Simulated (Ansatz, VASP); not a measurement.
# N: VASP beside Ansatz

```
CELL_PARAMETERS angstrom
2.51233 0.00000 0.00000
-1.25617 2.17574 0.00000
0.00000 0.00000 4.06998
ATOMIC_POSITIONS crystal
N 0.33333 0.66667 0.25000
N 0.66667 0.33333 0.75000
```

Alike in both runs: task relaxation of cell and atoms; functional PBE; k mesh 19 × 19 × 10; occupations fermi-dirac, width 0.05 eV; no spin polarisation.

```csv
,VASP,Ansatz
version,VASP 6.6.1,Ansatz 0.2.0
potentials or method,"VASP PAW PBE potentials, release 64 (N)","PAW with Ansatz's earlier generated frozen-core files (soft_1), scalar-relativistic"
plane-wave cutoff (eV),600,420
valence electrons in the cell,10,10
```

Ansatz gave:

| Property | Result |
| --- | --- |
| relaxed volume (Å³/atom) | 12.17 |
| relaxed cell length with the largest relative difference (Å) | 7.659 |

**Question.** Estimate VASP's values.

**Answer.** Relaxed volume (Å³/atom): 8.73; relaxed cell length with the largest relative difference (Å): 5.469.

One of these differences is far larger than is usual between the two programs; its cause wasn't traced.

Noted on VASP's run: the volume moved by over 15 % at a fixed basis, so the end points are rough.
